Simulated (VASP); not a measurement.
PbS: single point with PBE

The system is PbS.

```
Pb S
1.0
     0.00000    3.03263    3.03263
     3.03263    0.00000    3.03263
     3.03263    3.03263    0.00000
Pb S
1 1
Cartesian
  0.0000 0.0000 0.0000
  3.0326 3.0326 3.0326
```

```
Program                : VASP 6.6.1
Task                   : single point
Functional             : PBE
Potentials or basis    : VASP PAW PBE potentials, release 64 (Pb_d, S)
Cutoff                 : 520 eV
k mesh                 : 8 × 8 × 8
Occupations            : fermi-dirac, width 0.06 eV
Spin                   : no spin polarisation
Dipole correction      : no
Further INCAR settings : ALGO = Normal; EDIFF = 1e-06; NBANDS = 17
```

```
Pressure               : -1.5 GPa
Band gap on the k mesh : 0.59 eV, direct
```

Levels at points of the mesh, in eV from the valence-band top:
```tsv
k point	band 8	band 9	band 10	band 11	band 12	band 13
(0.00, 0.00, 0.00)	-1.79	-1.79	-1.79	5.07	5.07	5.07
(0.50, 0.00, 0.00)	-1.45	-1.45	0.00	0.59	2.16	2.16
(0.50, 0.50, 0.00)	-4.58	-2.96	-2.96	4.21	5.41	5.49
```

Wall time 14 s on 1 thread of Intel(R) Xeon(R) Platinum 8488C (Sapphire Rapids), on a shared host, peak memory 0.18 GiB.

Caveat: spin-orbit coupling is left out, which moves the levels of the heavy elements. A k mesh can miss the band edges.
